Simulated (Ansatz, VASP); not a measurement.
**Two plane-wave programs on As**

```
As
1.0
     2.70368    0.00000    0.00000
     0.00000    2.70368   -0.10139
     0.00000   -0.10139    2.70368
As
1
Direct
  0.50000 0.50000 0.50000
```

Change from the starting cell: strain -0.0750 x Voigt [0, 0, 0, 1, 0, 0], atoms carried along.

Alike in both runs: task single point; functional LDA; k mesh 18 × 18 × 18; occupations gaussian, width 0.15 eV; no spin polarisation.

```csv
,VASP,Ansatz
version,VASP 6.6.1,Ansatz 0.2.0
potentials or method,"VASP PAW LDA potentials, release 64 (As), cutoff 520 eV","scalar-relativistic, plane waves, PAW"
valence electrons in the cell,5,15
```

```csv
,VASP,Ansatz,Ansatz less VASP
gap on the k mesh at the Fermi level (eV),none,none,-
pressure (GPa),-2.4,-2.7,-0.31
"traceless stress, the component that is largest in VASP (GPa)",1.97,1.98,+0.010
```

LDA's correlation is that of Perdew and Zunger in VASP and of Perdew and Wang (1992) in Ansatz. A gap of «none» marks a metal or a gap that the smearing closes. VASP's potentials hold 5 valence electrons a cell and Ansatz's 15, so a difference there can come from the potentials and not from the codes.
